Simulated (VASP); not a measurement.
# AgCl (Cmcm) in VASP: further runs, part 2 of 2

VASP 6.6.1. Earlier steps stand in the parts before.

### 4 Single point, PBEsol (zz strain of +2 %)

INCAR reads:

```
SYSTEM = AgCl
PREC = Accurate
ENCUT = 520
EDIFF = 1E-6
ISMEAR = -1
SIGMA = 0.03
LREAL = .FALSE.
LASPH = .TRUE.
NELM = 60
ALGO = Normal
ISIF = 2
LWAVE = .FALSE.
LCHARG = .FALSE.
GGA = PS
NBANDS = 26
```

KPOINTS reads:

```
regular mesh
0
G
  9 9 8
  0 0 0
```

POSCAR reads:

```
AgCl
1.0
    1.8709097030     -5.5565952358      0.0000000000
    1.8709097030      5.5565952358      0.0000000000
    0.0000000000      0.0000000000      4.0025180970
Ag Cl
2 2
Direct
    0.3965554000      0.6034446000      0.7500000000
    0.6034446000      0.3965554000      0.2500000000
    0.8654487300      0.1345512700      0.2500000000
    0.1345512700      0.8654487300      0.7500000000
```

Potentials or basis: VASP PAW PBE potentials, release 64 (Ag, Cl).

Launch:

```bash
cat potpaw_PBE.64/Ag/POTCAR potpaw_PBE.64/Cl/POTCAR > POTCAR
mpirun -np 1 vasp_std > vasp.out
```

OUTCAR:

```text
SYSTEM = AgCl
   PREC = Accurate
   ENCUT = 520
   EDIFF = 1E-6
   ISMEAR = -1
   LREAL = .FALSE.
   LASPH = .TRUE.
   NELM = 60
   ISIF = 2
   GGA = PS

 ion  position               nearest neighbor table
   1  0.397  0.603  0.750-   3 2.76   3 2.76   3 2.76   3 2.76   4 2.91   2 3.05   2 3.05
   2  0.603  0.397  0.250-   4 2.76   4 2.76   4 2.76   4 2.76   3 2.91   1 3.05   1 3.05
   3  0.865  0.135  0.250-   1 2.76   1 2.76   1 2.76   1 2.76   2 2.91
   4  0.135  0.865  0.750-   2 2.76   2 2.76   2 2.76   2 2.76   1 2.91

  LATTYP: Found a base centered orthorhombic cell.
 ALAT       =     3.7418194060
[... 899 lines left out ...]
  -------------------------------------------------------------------------------------
  Total       -2.1146543     -1.6239588     -2.4479381      0.0000000      0.0000000      0.0000000
  in kB      -40.7122461    -31.2651637    -47.1287713      0.0000000      0.0000000      0.0000000
  external PRESSURE =     -39.7020604 kB  Pullay stress =       0.0000000 kB

 VOLUME and BASIS-vectors are now :
 -----------------------------------------------------------------------------
  energy-cutoff  :      520.00
  volume of cell :       83.22
      direct lattice vectors                 reciprocal lattice vectors
     1.870909703 -5.556595236  0.000000000     0.267249670 -0.089983160  0.000000000
     1.870909703  5.556595236  0.000000000     0.267249670  0.089983160  0.000000000
     0.000000000  0.000000000  4.002518097     0.000000000  0.000000000  0.249842718

 POSITION                                       TOTAL-FORCE (eV/Angst)
 -----------------------------------------------------------------------------------
      1.87091      1.14960      3.00189         0.000000     -0.011033     -0.000000
      1.87091     -1.14960      1.00063         0.000000      0.011033      0.000000
      1.87091     -4.06130      1.00063         0.000000     -0.049977      0.000000
      1.87091      4.06130      3.00189         0.000000      0.049977      0.000000
 -----------------------------------------------------------------------------------
    total drift:                                0.000000     -0.000000      0.000000

  FREE ENERGIE OF THE ION-ELECTRON SYSTEM (eV)
  ---------------------------------------------------
  free  energy   TOTEN  =       -11.9740304247 eV

  energy  without entropy=      -11.9740160005  energy(sigma->0) =      -11.97402321
```

OSZICAR:

```text
N       E                     dE             d eps       ncg     rms          rms(c)
DAV:   1     0.232379515908E+03    0.23238E+03   -0.17558E+04  6500   0.128E+03
DAV:   2     0.404895117707E+00   -0.23197E+03   -0.22075E+03  7294   0.281E+02
DAV:   3    -0.123126582510E+02   -0.12718E+02   -0.12607E+02  7632   0.665E+01
DAV:   4    -0.124498356994E+02   -0.13718E+00   -0.13703E+00  7326   0.757E+00
DAV:   5    -0.124516675496E+02   -0.18319E-02   -0.18317E-02  7676   0.902E-01    0.866E+00
DAV:   6    -0.119794069538E+02    0.47226E+00   -0.10731E+00  7110   0.114E+01    0.602E+00
DAV:   7    -0.119808231253E+02   -0.14162E-02   -0.29640E-01  6772   0.298E+00    0.274E+00
DAV:   8    -0.119746874082E+02    0.61357E-02   -0.18459E-02  6936   0.130E+00    0.625E-01
DAV:   9    -0.119739565689E+02    0.73084E-03   -0.38028E-03  7342   0.688E-01    0.111E-01
DAV:  10    -0.119740048433E+02   -0.48274E-04   -0.36143E-04  7038   0.116E-01    0.579E-02
DAV:  11    -0.119740332438E+02   -0.28401E-04   -0.28393E-05  6756   0.533E-02    0.195E-02
DAV:  12    -0.119740305529E+02    0.26909E-05   -0.73281E-06  6948   0.376E-02    0.357E-03
DAV:  13    -0.119740304247E+02    0.12813E-06   -0.12809E-06  3626   0.665E-03
   1 F= -.11974030E+02 E0= -.11974023E+02  d E =-.144243E-04
```

stdout:

```text
POSCAR found type information on POSCAR AgCl
 POSCAR found :  2 types and       4 ions
 scaLAPACK will be used
 -----------------------------------------------------------------------------
|                                                                             |
|                                                                             |
|     You enforced a specific xc type in the INCAR file but a different       |
|     I HOPE YOU KNOW WHAT YOU ARE DOING!                                     |
|                                                                             |
 -----------------------------------------------------------------------------

 LDA part: xc-table for (Slater+PW92), standard interpolation
 POSCAR, INCAR and KPOINTS ok, starting setup
 FFT: planning ... GRIDC
 FFT: planning ... GRID_SOFT
 FFT: planning ... GRID
 WAVECAR not read
 entering main loop
```

Run time: 4.3 min. Hardware: 1 thread of Intel Xeon Platinum 8488C (Sapphire Rapids), shared host; peak memory 0.39 GiB.

What came out:

| Property | Result |
| --- | --- |
| Free energy | -11.9740 eV |
| Pressure | -4.0 GPa |
| Largest force | 0.050 eV/Å |
| Band gap on the k mesh | 0.34 eV (least direct gap 1.73 eV) |

Forces on the atoms (eV/Å):
```
Ag   0.000 -0.011  0.000
Ag   0.000  0.011  0.000
Cl   0.000 -0.050  0.000
Cl   0.000  0.050  0.000
```

Stress tensor (GPa, compression positive):
```
-4.07  0.00  0.00
 0.00 -3.13  0.00
 0.00  0.00 -4.71
```

Caveat: the cell differs from its parent crystal (zz strain of +2 %); the cell stands under tension; the PAW data sets were made with another functional, which shifts forces and pressure a little; an odd mesh through Γ misses points on the zone boundary, where band edges can lie.

### 5 Summary

| cell | gap on the mesh (eV) | pressure (GPa) | largest force (eV/Å) |
| --- | --- | --- | --- |
| a = 5.863, b = 5.863, c = 3.806 Å, angles 90.0, 90.0, 142.8°, 4 atoms | 0.33 | -1.2 | 0.04 |
| a = 5.863, b = 5.863, c = 3.885 Å, angles 90.0, 90.0, 142.8°, 4 atoms | 0.33 | -2.4 | 0.03 |
| a = 5.863, b = 5.863, c = 4.003 Å, angles 90.0, 90.0, 142.8°, 4 atoms | 0.34 | -4.0 | 0.05 |

Alike in all rows: task single point; level PBEsol; potentials or basis VASP PAW PBE potentials, release 64 (Ag, Cl); no spin polarisation; k mesh 9 × 9 × 8; cutoff (eV) 520; smearing fermi-dirac 0.03 eV.

Caveats: the PAW data sets were made with another functional, which shifts forces and pressure a little; an odd mesh through Γ misses points on the zone boundary, where band edges can lie; the cell stands under tension (at least some runs).

Total energies depend on the potentials used, so only differences within one code and one set of settings carry meaning.
